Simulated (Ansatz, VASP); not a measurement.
# One calculation of BeTe, two programs

```xyz
2
Lattice="0.0000 2.8029 2.8029 2.8029 0.0000 2.8029 2.8029 2.8029 0.0000" Properties=species:S:1:pos:R:3 pbc="T T T"
Be    0.0000    0.0000    0.0000
Te    4.2043    4.2043    4.2043
```

Alike in both runs: functional PBEsol; k mesh 8 × 8 × 8; no spin polarisation.

Ansatz relaxed the structure, and its values are those at the end. VASP's run is a single point on that final structure, the one shown.

```csv
,VASP,Ansatz
version,VASP 6.6.1,Ansatz 0.2.0
potentials or method,"VASP PAW PBE potentials, release 64 (Be, Te)","PAW with Ansatz's default frozen-core files, scalar-relativistic"
plane-wave cutoff (eV),600,420
occupations,"gaussian, width 0.01 eV",fixed
valence electrons in the cell,8,18
```

Ansatz gave:

```
pressure (GPa) : 0.0
```

**Question.** What did VASP give for the same quantities?

**Answer.** Pressure (GPa): 0.2.

VASP's potentials were made for PBE, not for PBEsol. VASP's potentials hold 8 valence electrons a cell and Ansatz's 18, so a difference there can come from the potentials and not from the codes.

Spin-orbit coupling is off throughout.
